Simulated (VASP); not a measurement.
A run of VASP 6.6.1:

Contents of POSCAR:

```
LiH
1.0
    0.0000000000      2.2309268903      2.2309268903
    2.2309268903      0.0000000000      2.2309268903
    2.2309268903      2.2309268903      0.0000000000
Li H
1 1
Direct
    0.0000000000      0.0000000000      0.0000000000
    0.2500000000      0.2500000000      0.2500000000
```

File INCAR.step1:

```
SYSTEM = LiH
PREC     = Accurate       ! precision mode
ENCUT    = 520            ! plane-wave cutoff, eV
EDIFF    = 1E-5           ! SCF threshold, eV
ISMEAR   = 0              ! smearing method
SIGMA    = 0.01           ! smearing width, eV
LREAL    = .False.        ! projectors in reciprocal space
LASPH    = .True.         ! aspherical terms in the spheres
NELM     = 100            ! most SCF steps
ALGO     = Normal         ! electronic algorithm
ISIF     = 2              ! what is computed and relaxed
LWAVE    = .True.         ! write WAVECAR
GGA      = PE             ! functional
NBANDS   = 9              ! bands
```

INCAR.step2

```
SYSTEM = LiH
PREC     = Accurate       ! precision mode
ENCUT    = 520            ! plane-wave cutoff, eV
EDIFF    = 1E-7           ! SCF threshold, eV
ISMEAR   = 0              ! smearing method
SIGMA    = 0.01           ! smearing width, eV
LREAL    = .False.        ! projectors in reciprocal space
LASPH    = .True.         ! aspherical terms in the spheres
NELM     = 100            ! most SCF steps
ALGO     = Normal         ! electronic algorithm
ISIF     = 2              ! what is computed and relaxed
LWAVE    = .False.        ! write WAVECAR
LCHARG   = .True.         ! write CHGCAR
GGA      = PE             ! functional
LHFCALC  = .True.         ! exact exchange
HFSCREEN = 0.2079         ! screening, 1/A
PRECFOCK = Normal       
LELF     = .True.         ! ELF
LVHAR    = .True.       
ISTART   = 1            
NBANDS   = 9              ! bands
```

KPOINTS

```
regular mesh
0
Gamma
  8 8 8
  0 0 0
```

Potentials or basis: VASP PAW PBE potentials, release 64 (Li_sv, H).

The run is started by

```sh
$ cat potpaw_PBE.64/Li_sv/POTCAR potpaw_PBE.64/H/POTCAR > POTCAR
$ cp INCAR.step1 INCAR
$ mpirun -np 1 vasp_std > vasp.out
$ cp INCAR.step2 INCAR
$ mpirun -np 1 vasp_std > vasp.out
```

Hardware: 1 thread of Intel(R) Xeon(R) 6975P-C (Granite Rapids) (shared host).

Question: How long does it take, and how much memory?

Answer: Wall time 4.7 min on 1 thread of Intel(R) Xeon(R) 6975P-C (Granite Rapids), with other jobs on the host, peak memory 0.25 GiB. Counts: k points 29.
